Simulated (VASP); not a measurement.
# Si48C47 (a cell with a defect) in VASP: single point with PBEsol

Aim: the single point of Si48C47 (a cell with a defect) with PBEsol.

Everything below comes from runs of VASP 6.6.1. Logs are shortened: lines on timing, memory, paths and dates and some standing lists are left out, and cuts for length are marked.

**1. The cell of the first run**

The cell holds a defect, 95 atoms: a = 9.234 Å, b = 10.663 Å, c = 10.076 Å, α = 90.00°, β = 90.00°, γ = 90.00°.

**2. Single point, PBEsol**

INCAR reads:

```
SYSTEM = Si48C47
PREC = Accurate ; ENCUT = 520
EDIFF = 1E-7 ; ISMEAR = -1
SIGMA = 0.05 ; LREAL = Auto
LASPH = .True. ; NELM = 60
ALGO = Normal ; ISIF = 2
LWAVE = .False. ; LCHARG = .False.
GGA = PS ; NBANDS = 243
ISYM = 0
```

KPOINTS reads:

```
Automatic mesh
0
Gamma
  1 1 1
  0.25 0.25 0.25
```

POSCAR reads:

```
Si48C47
1.0
    9.2342040000      0.0000000000      0.0000000000
    0.0000000000     10.6627400000      0.0000000000
    0.0000000000      0.0000000000     10.0759470000
Si C
48 47
Direct
    0.0012590000      0.9982250000      0.5004500000
    0.3381400000      0.0036370000      0.5007940000
    0.1710660000      0.2508390000      0.4999660000
    0.0007300000      0.5000460000      0.4992710000
    0.6684290000      0.9979820000      0.5013490000
    0.5206660000      0.2581850000      0.5084590000
    0.3364310000      0.4991190000      0.4804120000
    0.1662810000      0.7513700000      0.4985130000
    0.8393100000      0.2475410000      0.5006030000
    0.6665640000      0.4806130000      0.5076810000
    0.4991590000      0.7477690000      0.4997480000
    0.8306140000      0.7443390000      0.5006490000
    0.0001700000      0.1668530000      0.2504910000
    0.3341610000      0.1694140000      0.2528830000
    0.1612250000      0.4177090000      0.2464580000
    0.9975260000      0.6673660000      0.2492910000
    0.6663230000      0.1684150000      0.2518630000
    0.4822200000      0.4255450000      0.2549040000
    0.3292460000      0.6699160000      0.2460020000
    0.1658060000      0.9183030000      0.2499040000
    0.8296590000      0.4165610000      0.2504830000
    0.6630820000      0.6654050000      0.2525200000
    0.4995020000      0.9173360000      0.2505590000
    0.8319160000      0.9167710000      0.2512130000
    0.1676350000      0.0830690000      0.7501660000
    0.0018790000      0.3327840000      0.7501240000
    0.5013330000      0.0823630000      0.7530820000
    0.3360470000      0.3326720000      0.7482510000
    0.1695060000      0.5821550000      0.7431620000
    0.9998650000      0.8323200000      0.7495560000
    0.8343850000      0.0824830000      0.7509920000
    0.6693100000      0.3321150000      0.7551130000
    0.5015990000      0.5820780000      0.7480610000
    0.3337750000      0.8332910000      0.7495190000
    0.8347190000      0.5827350000      0.7519240000
    0.6667860000      0.8323940000      0.7504430000
    0.9994920000      0.9998820000      0.0002500000
    0.3330110000      0.0006550000      0.0014620000
    0.1669680000      0.2501670000      0.9995370000
    0.9991330000      0.5004010000      0.9981680000
    0.6664160000      0.0002150000      0.0013690000
    0.4996600000      0.2521750000      0.0031300000
    0.3303040000      0.5013750000      0.9953760000
    0.1653250000      0.7501920000      0.9974380000
    0.8340610000      0.2497220000      0.0015980000
    0.6637110000      0.4995250000      0.0026070000
    0.4991380000      0.7500820000      0.9993360000
    0.8317390000      0.7499430000      0.0010920000
    0.9986630000      0.0004330000      0.1878390000
    0.3328870000      0.0018970000      0.1892360000
    0.1664120000      0.2504280000      0.1870180000
    0.9952380000      0.5010480000      0.1855170000
    0.6658030000      0.0014090000      0.1885470000
    0.4985990000      0.2548960000      0.1930570000
    0.3231220000      0.5048720000      0.1793690000
    0.1630130000      0.7521660000      0.1852540000
    0.8332280000      0.2502300000      0.1884370000
    0.6598910000      0.4994220000      0.1923510000
    0.4984710000      0.7507680000      0.1867640000
    0.8298970000      0.7501500000      0.1888550000
    0.0008610000      0.9991440000      0.6877610000
    0.3348910000      0.0003230000      0.6881110000
    0.1685140000      0.2498320000      0.6872440000
    0.0011080000      0.4991190000      0.6863470000
    0.6674850000      0.9990500000      0.6888490000
    0.5037850000      0.2481240000      0.6935060000
    0.3396850000      0.4968710000      0.6758600000
    0.1673610000      0.7500240000      0.6854860000
    0.8352060000      0.2491560000      0.6884860000
    0.6697500000      0.4981190000      0.6928130000
    0.4999510000      0.7491440000      0.6871320000
    0.8330450000      0.7483360000      0.6878220000
    0.0052190000      0.1647410000      0.4385250000
    0.3439120000      0.1752340000      0.4407010000
    0.1652800000      0.4163240000      0.4343850000
    0.9996680000      0.6663240000      0.4373820000
    0.6738590000      0.1635470000      0.4390320000
    0.3315320000      0.6690830000      0.4337920000
    0.1696820000      0.9189980000      0.4379640000
    0.8376910000      0.4133640000      0.4377120000
    0.6611690000      0.6555580000      0.4404360000
    0.5018330000      0.9156350000      0.4386400000
    0.8335840000      0.9128020000      0.4393110000
    0.1664550000      0.0833230000      0.9382660000
    0.0000870000      0.3333030000      0.9380370000
    0.4998570000      0.0841410000      0.9414580000
    0.3333760000      0.3341290000      0.9368220000
    0.1653690000      0.5838630000      0.9316090000
    0.9983550000      0.8332730000      0.9375750000
    0.8331270000      0.0833350000      0.9388290000
    0.6674840000      0.3330640000      0.9420170000
    0.4986420000      0.5832230000      0.9365780000
    0.3326450000      0.8340820000      0.9378230000
    0.8316310000      0.5832210000      0.9400820000
    0.6658440000      0.8335240000      0.9383290000
```

Potentials or basis: VASP PAW PBE potentials, release 64 (Si, C).

Command:

```sh
cat potpaw_PBE.64/Si/POTCAR potpaw_PBE.64/C/POTCAR > POTCAR
mpirun -np 1 vasp_std > vasp.out
```

OUTCAR:

```text
SYSTEM = Si48C47
   PREC = Accurate
   ENCUT = 520
   EDIFF = 1E-7
   ISMEAR = -1
   LREAL = Auto
   LASPH = .True.
   NELM = 60
   ISIF = 2
   GGA = PS
   ISYM = 0

 ion  position               nearest neighbor table
   1  0.001  0.998  0.500-  79 1.88  73 1.88  61 1.89  83 1.90   8 3.04   9 3.05  20 3.07  30 3.07
                             5 3.07  24 3.08  25 3.08  31 3.09  13 3.09   2 3.11   3 3.12  12 3.13
   2  0.338  0.004  0.501-  82 1.89  62 1.89  79 1.91  74 1.93   5 3.05   3 3.05  14 3.06  23 3.07
                            27 3.07  25 3.08  34 3.10  11 3.11   1 3.11  20 3.12   8 3.12
   3  0.171  0.251  0.500-  75 1.88  74 1.89  63 1.89  73 1.89  14 3.04   2 3.05  28 3.06   7 3.06
                             9 3.06   4 3.09  25 3.09  26 3.09  13 3.10  15 3.11   1 3.12
   4  0.001  0.500  0.499-  80 1.87  76 1.88  75 1.88  64 1.88  29 3.04  12 3.04  15 3.08   9 3.08
                             8 3.09  16 3.09   3 3.09  26 3.09  21 3.09  10 3.09  35 3.10   7 3.11
   5  0.668  0.998  0.501-  77 1.87  82 1.88  83 1.88  65 1.89   2 3.05  24 3.06  36 3.07   1 3.07
                            31 3.08  12 3.09  23 3.09  11 3.09   6 3.09   9 3.09  17 3.10  27 3.10
   6  0.521  0.258  0.508-  77 1.87  66 1.87  74 1.98  10 2.73   9 2.95  32 2.95  28 3.06  17 3.07
                             5 3.09   7 3.09  27 3.10  18 3.14
   7  0.336  0.499  0.480-  75 1.87  78 1.87  67 1.97  18 2.76  19 2.98  15 2.99  11 3.05   3 3.06
                            10 3.07   6 3.09   4 3.11   8 3.12
   8  0.166  0.751  0.499-  78 1.88  68 1.88  79 1.89  76 1.89   1 3.04  29 3.05  20 3.07  11 3.07
                            19 3.08  30 3.08   4 3.09  16 3.09  34 3.09  12 3.10   7 3.12   2 3.12
   9  0.839  0.248  0.501-  73 1.88  77 1.88  80 1.88  69 1.89   6 2.95  10 2.95  13 3.05   1 3.05
                             3 3.06  26 3.07  31 3.08   4 3.08  17 3.09   5 3.09  21 3.10  32 3.14
  10  0.667  0.481  0.508-  80 1.87  70 1.87  81 1.99   6 2.73  32 2.95   9 2.95  33 3.06   7 3.07
                            21 3.07   4 3.09  35 3.11  18 3.12
  11  0.499  0.748  0.500-  78 1.88  81 1.89  71 1.89  82 1.89  22 3.04   7 3.05  12 3.06  33 3.06
                             8 3.07  34 3.08   5 3.09  23 3.09  36 3.10   2 3.11  19 3.11
  12  0.831  0.744  0.501-  76 1.88  72 1.89  83 1.90  81 1.93   4 3.04  22 3.06  11 3.06  35 3.06
                            16 3.08  36 3.08   5 3.09  30 3.10   8 3.10  24 3.11   1 3.13
  13  0.000  0.167  0.250-  49 1.88  57 1.89  51 1.89  73 1.90   9 3.05  20 3.06  15 3.06  45 3.07
                            17 3.08  14 3.08  24 3.09  37 3.09  39 3.09  21 3.09   1 3.09   3 3.10
  14  0.334  0.169  0.253-  54 1.87  51 1.89  74 1.90  50 1.90   3 3.04  18 3.05   2 3.06  17 3.07
                            42 3.07  13 3.08  23 3.09  15 3.09  20 3.10  39 3.11  38 3.11
  15  0.161  0.418  0.246-  52 1.88  51 1.88  55 1.89  75 1.89  18 2.97   7 2.99  40 3.05  13 3.06
                            16 3.06  21 3.06  39 3.06   4 3.08  14 3.09  43 3.10  19 3.10   3 3.11
  16  0.998  0.667  0.249-  60 1.88  52 1.89  56 1.89  76 1.90  15 3.06  48 3.06  19 3.06  24 3.07
                            12 3.08   4 3.09   8 3.09  22 3.09  21 3.09  40 3.09  20 3.09  44 3.10
  17  0.666  0.168  0.252-  57 1.88  77 1.89  53 1.89  54 1.90  21 3.05  14 3.07   6 3.07  42 3.07
                            13 3.08  45 3.08  24 3.09  23 3.09   9 3.09  41 3.10   5 3.10
  18  0.482  0.426  0.255-  55 1.86  58 1.93  54 1.93   7 2.76  19 2.97  15 2.97  14 3.05  22 3.05
                            43 3.08  10 3.12   6 3.14  42 3.14  46 3.15
  19  0.329  0.670  0.246-  56 1.87  59 1.88  55 1.88  78 1.89  18 2.97   7 2.98  20 3.05  44 3.05
                            47 3.06  16 3.06  23 3.07   8 3.08  22 3.08  43 3.10  15 3.10  11 3.11
[... 394 lines left out ...]
   LHFCALC =     F    Hartree Fock is set to
   AEXX    =    0.0000 exact exchange contribution
   IVDW    =     0    specifies the selected vdW correction
   LEPSILON=     F    determine dielectric tensor
   LRPA    =     F    only Hartree local field effects (RPA)
 non-spin polarized calculation
  energy-cutoff  :      520.00
  volume of cell :      992.10
 maximum number of plane-waves:     26706
 NGX is ok and might be reduce to    70
   NGX = 35   NGY = 39   NGZ = 37

 number of electron     380.0000010 magnetization

 Free energy of the ion-electron system (eV)
  ---------------------------------------------------
  ext. energy  EPLUGINS =         0.00000000
  ---------------------------------------------------
  free energy    TOTEN  =      -750.13186434 eV

  energy without entropy =     -750.13182685  energy(sigma->0) =     -750.13184559

 E-fermi :   9.5994     XC(G=0): -11.4769

 val. band max:        9.0553387954   @ k =   0.2500   0.2500   0.2500
 cond. band min:      10.1308194094   @ k =   0.2500   0.2500   0.2500
 fundamental gap:      1.0754806140
 Fermi energy:         9.5994379734

 k-point     1 :       0.2500    0.2500    0.2500
  band No.  band energies     occupation
      1      -7.1648      2.00000
      2      -6.6456      2.00000
      3      -6.5564      2.00000
      4      -6.4379      2.00000
      5      -6.0411      2.00000
      6      -5.9418      2.00000
[... 809 lines left out ...]
    201      11.6687      0.00000
    202      11.7387      0.00000
 [bands above 202 left out]

------------------------ aborting loop because EDIFF is reached ----------------------------------------

  FORCE on cell =-STRESS in cart. coord.  units (eV):
  Direction    XX          YY          ZZ          XY          YZ          ZX
  --------------------------------------------------------------------------------------
  -------------------------------------------------------------------------------------
  Total        1.3573398     -5.7280397      0.9569823     -7.8179391     -5.4200956      8.9933745
  in kB        2.1920225     -9.2504412      1.5454691    -12.6255035     -8.7531298     14.5237613
  external PRESSURE =      -1.8376499 kB  Pullay stress =       0.0000000 kB

 VOLUME and BASIS-vectors are now :
 -----------------------------------------------------------------------------
  energy-cutoff  :      520.00
  volume of cell :      992.10
      direct lattice vectors                 reciprocal lattice vectors
     9.234204000  0.000000000  0.000000000     0.108293037  0.000000000  0.000000000
     0.000000000 10.662740000  0.000000000     0.000000000  0.093784524  0.000000000
     0.000000000  0.000000000 10.075947000     0.000000000  0.000000000  0.099246254

 POSITION                                       TOTAL-FORCE (eV/Angst)
 -----------------------------------------------------------------------------------
      0.01163     10.64381      5.04251         0.001967     -0.000839      0.004109
      3.12245      0.03878      5.04597        -0.002464      0.002348      0.010769
      1.57966      2.67463      5.03763         0.003911      0.013838     -0.004883
      0.00674      5.33186      5.03063         0.020282     -0.010981      0.002280
      6.17241     10.64122      5.05157        -0.009848     -0.002329      0.010989
      4.80794      2.75296      5.12321        -0.028202      0.003222     -0.001185
[... 87 lines left out ...]
      7.67945      6.21873      9.47222        -0.021202      0.000478     -0.009935
      6.14854      8.88765      9.45455        -0.004777      0.006801      0.005832
 -----------------------------------------------------------------------------------
    total drift:                               -0.046862     -0.011317     -0.048245

  FREE ENERGIE OF THE ION-ELECTRON SYSTEM (eV)
  ---------------------------------------------------
  free  energy   TOTEN  =      -750.1318643377 eV

  energy  without entropy=     -750.1318268481  energy(sigma->0) =     -750.13184559
```

It took 44 min on 1 thread of AMD EPYC 7R43 (Zen 3), shared host; peak memory 1.1 GiB.

Results:

| Item | Value |
| --- | --- |
| Free energy | -750.1319 eV |
| Pressure | -0.2 GPa |
| Largest force | 0.087 eV/Å |
| Band gap on the k mesh | 1.08 eV |

Forces in eV/Å, atoms in the order of the input:
```
Si   0.002 -0.001  0.004
Si  -0.002  0.002  0.011
Si   0.004  0.014 -0.005
Si   0.020 -0.011  0.002
Si  -0.010 -0.002  0.011
Si  -0.028  0.003 -0.001
Si   0.033 -0.005 -0.008
Si   0.018  0.013  0.014
Si   0.010  0.000  0.015
Si  -0.017  0.025  0.001
Si  -0.008 -0.001  0.015
Si  -0.005  0.011  0.007
Si   0.018 -0.003  0.001
Si   0.001 -0.003 -0.006
Si   0.021 -0.004  0.001
Si   0.011 -0.013 -0.003
Si   0.006 -0.002  0.000
Si   0.025  0.005  0.011
Si   0.009 -0.009  0.001
Si   0.007  0.005  0.004
Si   0.014  0.005  0.009
Si   0.013  0.000  0.004
Si   0.004 -0.005 -0.003
Si   0.019 -0.002 -0.003
Si  -0.011 -0.007 -0.001
Si  -0.010 -0.008  0.001
Si  -0.012 -0.002 -0.008
Si  -0.007 -0.014  0.003
Si  -0.019  0.003 -0.006
Si  -0.015  0.002  0.004
Si  -0.004 -0.004 -0.001
Si  -0.007  0.000  0.001
Si   0.003  0.000  0.005
Si  -0.007 -0.006  0.005
Si   0.016 -0.011 -0.014
Si  -0.011 -0.010  0.001
Si   0.004 -0.003 -0.003
Si  -0.004 -0.004  0.001
Si   0.007 -0.001 -0.001
Si   0.016  0.007 -0.004
Si   0.008 -0.002 -0.002
Si   0.002 -0.005 -0.009
Si   0.010 -0.008  0.001
Si   0.004  0.003 -0.002
Si   0.005  0.000 -0.006
Si   0.020  0.003 -0.017
Si   0.001  0.002 -0.008
Si   0.012  0.004 -0.009
C   -0.016  0.000  0.005
C   -0.013  0.005 -0.002
C   -0.009 -0.004  0.004
C   -0.015  0.010  0.028
C   -0.012  0.005  0.002
C   -0.017  0.003  0.011
C   -0.027  0.006  0.013
C   -0.007 -0.002  0.002
C   -0.010  0.003  0.003
C   -0.009 -0.014  0.002
C   -0.006  0.007  0.006
C   -0.008 -0.001 -0.002
C    0.014  0.004 -0.004
C    0.017  0.008 -0.006
C    0.005  0.007 -0.001
C   -0.011  0.016 -0.013
C    0.009  0.006 -0.007
C    0.014  0.003  0.002
C    0.022  0.002  0.003
C    0.019 -0.003  0.002
C    0.017 -0.005 -0.011
C   -0.001 -0.013 -0.002
C    0.015  0.000 -0.004
C    0.024  0.003 -0.006
C   -0.011 -0.003 -0.007
C    0.004  0.014  0.003
C   -0.057 -0.060 -0.029
C   -0.014  0.021 -0.013
C    0.015 -0.001 -0.010
C   -0.002  0.011  0.006
C   -0.016  0.017 -0.019
C   -0.019  0.016 -0.010
C    0.007 -0.032  0.000
C    0.013  0.006 -0.012
C   -0.020 -0.031 -0.015
C    0.004  0.010  0.001
C    0.000 -0.002  0.001
C    0.004  0.010  0.007
C   -0.004  0.008  0.009
C   -0.009 -0.001  0.032
C   -0.003  0.002  0.006
C   -0.005  0.006  0.006
C   -0.009 -0.003  0.005
C   -0.010  0.004  0.006
C   -0.008 -0.002 -0.001
C   -0.021  0.000 -0.010
C   -0.005  0.007  0.006
```

Caveat: the PAW data sets were made with another functional, which shifts forces and pressure a little.
